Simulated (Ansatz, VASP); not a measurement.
## Two plane-wave programs on AlN

Contents of POSCAR:

```
AlN
1.0
    0.0153903006      2.0140700682      2.0140700682
    2.0140700682      0.0153903006      2.0140700682
    2.0140700682      2.0140700682      0.0153903006
Al N
1 1
Direct
    0.0000000000      0.0000000000      0.0000000000
    0.5000000000      0.5000000000      0.5000000000
```

The input INCAR.step1:

```
SYSTEM = AlN
ALGO = Normal
EDIFF = 1E-5
ENCUT = 520
GGA = PE
ISIF = 2
ISMEAR = 0
LASPH = .TRUE.
LCHARG = .FALSE.
LREAL = .FALSE.
LWAVE = .TRUE.
NBANDS = 11
NELM = 60
PREC = Accurate
SIGMA = 0.01
```

Contents of INCAR.step2:

```
SYSTEM = AlN
ALGO = Normal
EDIFF = 1E-6
ENCUT = 520
GGA = PE
HFSCREEN = 0.2079
ISIF = 2
ISMEAR = 0
ISTART = 1
LASPH = .TRUE.
LCHARG = .FALSE.
LHFCALC = .TRUE.
LREAL = .FALSE.
LWAVE = .FALSE.
NBANDS = 11
NELM = 60
PREC = Accurate
PRECFOCK = Normal
SIGMA = 0.01
```

The input KPOINTS:

```
k-points
0
G
  8 8 8
  0 0 0
```

Input for Ansatz:

```yaml
crystal:
  lattice:
    - [0.0153903006, 2.0140700682, 2.0140700682]
    - [2.0140700682, 0.0153903006, 2.0140700682]
    - [2.0140700682, 2.0140700682, 0.0153903006]
  atoms:
    - { symbol: Al, position: [0.0, 0.0, 0.0] }
    - { symbol: "N", position: [0.5, 0.5, 0.5] }
kpoints:
  mp_grid: { grid: [8, 8, 8] }
  band_path:
    path:
      - [0.0, 0.0, 0.0]
      - [0.5, 0.0, 0.5]
      - [0.625, 0.25, 0.625]
      - [0.375, 0.375, 0.75]
      - [0.5, 0.5, 0.5]
      - [0.5, 0.25, 0.75]
      - [0.0, 0.5, 0.5]
    npoints: 1
hamiltonian:
  xc: hse06
scf:
  occupations: { method: fixed }
  n_extra_bands: 4
output:
  forces: true
  stress: true
  eigenvalues: true
```

Change from the starting cell: epitaxial_111 strain -1.0%.

Alike in both runs: task single point; functional HSE06; k mesh 8 × 8 × 8; no spin polarisation.

|  | VASP | Ansatz |
| --- | --- | --- |
| version | VASP 6.6.1 | Ansatz 0.2.0 |
| potentials or method | VASP PAW PBE potentials, release 64 (Al, N) | plane waves, PAW |
| plane-wave cutoff (eV) | 520 | 420 |
| occupations | gaussian, width 0.01 eV | fixed |
| valence electrons in the cell | 8 | 8 |

|  | VASP | Ansatz | Ansatz less VASP |
| --- | --- | --- | --- |
| gap on the k mesh at the Fermi level (eV) | 6.11 | 6.17 | +0.052 |
| pressure (GPa) | 3.9 | 3.8 | -0.09 |
| traceless stress, the component that is largest in VASP (GPa) | -2.64 | -2.64 | -0.003 |

Ansatz's warnings: stress exchange threshold loose, stress scf threshold loose.
